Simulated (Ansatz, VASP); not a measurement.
## Two plane-wave programs on SnTe2

INCAR

```
SYSTEM = SnTe2
ALGO = Normal
EDIFF = 1E-6
ENCUT = 500
GGA = PE
GGA_COMPAT = .FALSE.
ISIF = 2
ISMEAR = -1
LASPH = .TRUE.
LCHARG = .TRUE.
LELF = .TRUE.
LREAL = .FALSE.
LVHAR = .TRUE.
LWAVE = .FALSE.
NBANDS = 20
NELM = 120
PREC = Accurate
SIGMA = 0.02
```

File KPOINTS:

```
k-points
0
G
  6 6 6
  0 0 0
```

The input POSCAR:

```
SnTe2
1.0
    2.0883103927      1.2056865674      6.2909642825
   -2.0883103927      1.2056865674      6.2909642825
    0.0000000000     -2.4113731348      6.2909642825
Sn Te
1 2
Direct
    0.0000000000      0.0000000000      0.0000000000
    0.2413664390      0.2413664390      0.2413664390
    0.7586335610      0.7586335610      0.7586335610
```

Input for Ansatz:

```yaml
crystal:
  lattice:
    - [2.0883103927, 1.2056865674, 6.2909642825]
    - [-2.0883103927, 1.2056865674, 6.2909642825]
    - [0.0, -2.4113731348, 6.2909642825]
  atoms:
    - { symbol: Sn, position: [0.0, 0.0, 0.0] }
    - { symbol: Te, position: [0.241366439, 0.241366439, 0.241366439] }
    - { symbol: Te, position: [0.758633561, 0.758633561, 0.758633561] }
kpoints:
  mp_grid: { grid: [6, 6, 6] }
hamiltonian:
  xc: pbe
scf:
  occupations: { method: fermi_dirac, width: 0.02 }
  n_extra_bands: 4
output:
  forces: true
  stress: true
  eigenvalues: true
```

Alike in both runs: task single point; functional PBE; k mesh 6 × 6 × 6; occupations fermi-dirac, width 0.02 eV; no spin polarisation.

|  | VASP | Ansatz |
| --- | --- | --- |
| version | VASP 6.6.1 | Ansatz 0.2.0 |
| potentials or method | VASP PAW PBE potentials, release 64 (Sn_d, Te) | plane waves, PAW |
| plane-wave cutoff (eV) | 500 | 420 |
| valence electrons in the cell | 26 | 46 |

|  | VASP | Ansatz | Ansatz less VASP |
| --- | --- | --- | --- |
| pressure (GPa) | 2.0 | 1.9 | -0.01 |
| traceless stress, the component that is largest in VASP (GPa) | 0.09 | 0.12 | +0.034 |
| rms of the force components (eV/Å) | 0.176 | 0.172 | -0.0043 |

Atom by atom the forces differ by 0.004 eV/Å (rms over components). VASP's potentials hold 26 valence electrons a cell and Ansatz's 46, so a difference there can come from the potentials and not from the codes.

Neither program's run includes spin-orbit coupling.
